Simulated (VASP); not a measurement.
Write the native input for VASP 6.6.1 that does the following.

- Task: single point
- Functional: PBE
- Potentials or basis: VASP PAW PBE potentials, release 64 (Cd, F)
- Cutoff: 520 eV
- k mesh: 12 × 12 × 12
- Occupations: gaussian, width 0.05 eV
- Spin: no spin polarisation
- Dipole correction: no
- Further INCAR settings: ALGO = Normal; EDIFF = 1e-06; NBANDS = 20

The structure of CdF2 lies in POSCAR:

```
CdF2
1.0
    0.0000000000      2.7223092712      2.7223092712
    2.7223092712      0.0000000000      2.7223092712
    2.7223092712      2.7223092712      0.0000000000
Cd F
1 2
Direct
    0.0000000000      0.0000000000      0.0000000000
    0.2500000000      0.2500000000      0.2500000000
    0.7500000000      0.7500000000      0.7500000000
```

This cell differs from its parent crystal: volume scaled by 0.980.

One way to write it, as run:

INCAR

```
SYSTEM = CdF2
PREC = Accurate
ENCUT = 520
EDIFF = 1E-6
ISMEAR = 0
SIGMA = 0.05
LREAL = .FALSE.
LASPH = .TRUE.
NELM = 60
ALGO = Normal
ISIF = 2
LWAVE = .FALSE.
LCHARG = .FALSE.
GGA = PE
NBANDS = 20
```

KPOINTS

```
Automatic mesh
0
G
  12 12 12
  0 0 0
```

Potentials or basis: VASP PAW PBE potentials, release 64 (Cd, F).

The run is started by

```console
$ cat potpaw_PBE.64/Cd/POTCAR potpaw_PBE.64/F/POTCAR > POTCAR
$ mpirun -np 1 vasp_std > vasp.out
```

It gave:

```yaml
Pressure: 2.6 GPa
Band_gap_on_the_k_mesh: 2.96 eV, indirect (least direct gap 3.49 eV)
```

Run time: 27 s on 1 thread of Intel(R) Xeon(R) 6975P-C (Granite Rapids), with other jobs on the host, peak memory 0.2 GiB.
